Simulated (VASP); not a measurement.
Write the native input for VASP 6.6.1 that does the following.

```
Task                   : single point
Functional             : PBE
Dispersion             : D3(BJ)
Potentials or basis    : VASP PAW PBE potentials, release 64 (Te, Ti_sv)
Cutoff                 : 520 eV
k mesh                 : 15 × 15 × 1
Occupations            : gaussian, width 0.1 eV
Spin                   : no spin polarisation
Dipole correction      : yes
Further INCAR settings : ALGO = Normal; EDIFF = 1e-06; NBANDS = 19
```

The structure of TiTe2 lies in POSCAR:

```
TiTe2
1.0
    3.6786896756      0.0000000000      0.0000000000
   -1.8393448378      3.1858387117      0.0000000000
    0.0000000000      0.0000000000     32.9236836983
Te Ti
2 1
Direct
    0.3333333333      0.6666666667      0.4464653862
    0.6666666667      0.3333333333      0.5535346138
    0.0000000000      0.0000000000      0.5000000000
```

This cell differs from its parent crystal: atoms taken out.

The input as run:

INCAR

```
  PREC = Accurate
  ENCUT = 520
  EDIFF = 1E-6
  ISMEAR = 0
  SIGMA = 0.1
  LREAL = False
  LASPH = True
  NELM = 60
  ALGO = Normal
  ISIF = 2
  LWAVE = False
  LCHARG = True
  LDIPOL = True
  IDIPOL = 3
  DIPOL = 0.5 0.5 0.500
  GGA = PE
  IVDW = 12
  LELF = True
  LVHAR = True
  LVACPOTAV = True
  NBANDS = 19
```

KPOINTS

```
regular mesh
0
Gamma
  15 15 1
```

Potentials or basis: VASP PAW PBE potentials, release 64 (Te, Ti_sv).

Command:

```bash
$ cat potpaw_PBE.64/Te/POTCAR potpaw_PBE.64/Ti_sv/POTCAR > POTCAR
$ mpirun -np 1 vasp_std > vasp.out
```

Results of the run:

```json
{"Largest force": "0.010 eV/Å", "Band gap on the k mesh": "zero (bands 12 and 13 overlap by 0.68 eV)", "Dispersion energy per atom": "-0.360 eV", "Work function of the upper face": "4.72 eV", "Work function of the lower face": "4.72 eV"}
```

Caveat: the cell differs from its parent crystal (atoms taken out); spin-orbit coupling is left out, which moves the levels of the heavy elements.

Wall time 7.9 min on 1 thread of AMD EPYC 7R13 Processor (Zen 3), on a shared host, peak memory 0.54 GiB.
